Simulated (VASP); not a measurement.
System: K2Ta2SbO4 (a cell with a defect).

```
K Ta O Sb
1.0
     7.97088    0.00000    0.00000
     0.00000    3.98544    0.00000
     0.00000    0.00000    3.98544
K Ta O Sb
2 2 4 1
Direct
  0.00067 0.00397 0.00260
  0.50062 0.99647 0.00703
  0.25172 0.49722 0.50069
  0.74936 0.50518 0.49880
  0.74982 0.50408 0.99643
  0.00080 0.50529 0.49872
  0.25210 0.00251 0.50013
  0.75378 0.99515 0.49622
  0.49906 0.49614 0.50042
```

Base run:

```yaml
Program: VASP 6.6.1
Functional: revPBE
Potentials_or_basis: VASP PAW PBE potentials, release 64 (K_sv, Ta_pv, O, Sb)
Cutoff: 520 eV
k_mesh: 1 × 1 × 1, shifted
Occupations: fermi-dirac, width 0.05 eV
Spin: collinear spin
Starting_moments: "[0.0, 0.0, 1.0, 1.0, 0.0, 0.0, 0.0, 0.0, 1.0] μB"
```

Its results: pressure 71.2 GPa; net moment 1.00 μB per cell; site moments K +0.01, -0.00; Ta +0.45, +0.09; O -0.00, +0.07, -0.01 (each value once); Sb +0.17 μB; largest force 27.716 eV/Å.

Q: After a change of settings the same cell gave: pressure 61.8 GPa; net moment 0.99 μB per cell; site moments K +0.01, -0.00; Ta +0.44, +0.10; O -0.00, +0.08, -0.01 (each value once); Sb +0.17 μB; largest force 27.420 eV/Å. Which change was it?
A. functional from revPBE to PBEsol; further incar settings from ALGO = Normal; EDIFF = 1e-06; NBANDS = 48; ISYM = -1 to ALGO = Normal; EDIFF = 1e-06; NBANDS = 48
B. functional from revPBE to PBEsol
C. further incar settings from ALGO = Normal; EDIFF = 1e-06; NBANDS = 48; ISYM = -1 to ALGO = Normal; EDIFF = 1e-06; NBANDS = 48; ISYM = 0
D. functional from revPBE to RPBE; further incar settings from ALGO = Normal; EDIFF = 1e-06; NBANDS = 48; ISYM = -1 to ALGO = Normal; EDIFF = 1e-07; NBANDS = 48; ISYM = 0

A: B.

PBEsol binds more tightly than revPBE, so the same cell stands under less pressure.

Caveats: atoms lie so close that the PAW spheres overlap strongly, which falsifies energies and pressures; the PAW data sets were made with another functional, which shifts forces and pressure a little.
